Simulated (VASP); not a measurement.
Wanted: the native input for a VASP 6.6.1 run.

- Task: single point
- Functional: PBE
- Potentials or basis: VASP PAW PBE potentials, release 64 (K_sv, F)
- Cutoff: 520 eV
- k mesh: 7 × 7 × 7
- Occupations: fermi-dirac, width 0.02 eV
- Spin: no spin polarisation
- Dipole correction: no
- Further INCAR settings: ALGO = Normal; EDIFF = 1e-06; NBANDS = 15

The structure of KF (Carobbiite) lies in POSCAR:

```
KF
1.0
    0.0000000000      2.6718500000      2.6718500000
    2.6718500000      0.0000000000      2.6718500000
    2.6718500000      2.6718500000      0.0000000000
K F
1 1
Direct
    0.2077107622      0.0827000019      0.0827000019
    0.5422894249      0.4172999981      0.4172999981
```

The input as run:

INCAR

```
PREC     = Accurate       # precision mode
ENCUT    = 520            # plane-wave cutoff, eV
EDIFF    = 1E-6           # SCF threshold, eV
ISMEAR   = -1             # smearing method
SIGMA    = 0.02           # smearing width, eV
LREAL    = False          # projectors in reciprocal space
LASPH    = True           # aspherical terms in the spheres
NELM     = 100            # most SCF steps
ALGO     = Normal         # electronic algorithm
ISIF     = 2              # what is computed and relaxed
LWAVE    = False          # write WAVECAR
LCHARG   = True           # write CHGCAR
GGA      = PE             # functional
LELF     = True           # ELF
LVHAR    = True         
NBANDS   = 15             # bands
```

KPOINTS

```
Automatic mesh
0
Gamma
  7 7 7
```

Potentials or basis: VASP PAW PBE potentials, release 64 (K_sv, F).

Run with:

```sh
$ cat potpaw_PBE.64/K_sv/POTCAR potpaw_PBE.64/F/POTCAR > POTCAR
$ mpirun -np 1 vasp_std > vasp.out
```

It gave:

| Item | Value |
| --- | --- |
| Pressure | 19.0 GPa |
| Band gap on the k mesh | 5.16 eV, indirect (least direct gap 5.84 eV) |

Run time: 46 s on 1 thread of Intel(R) Xeon(R) Platinum 8259CL CPU @ 2.50GHz (Skylake/Cascade Lake) (shared host), peak memory 0.19 GiB.
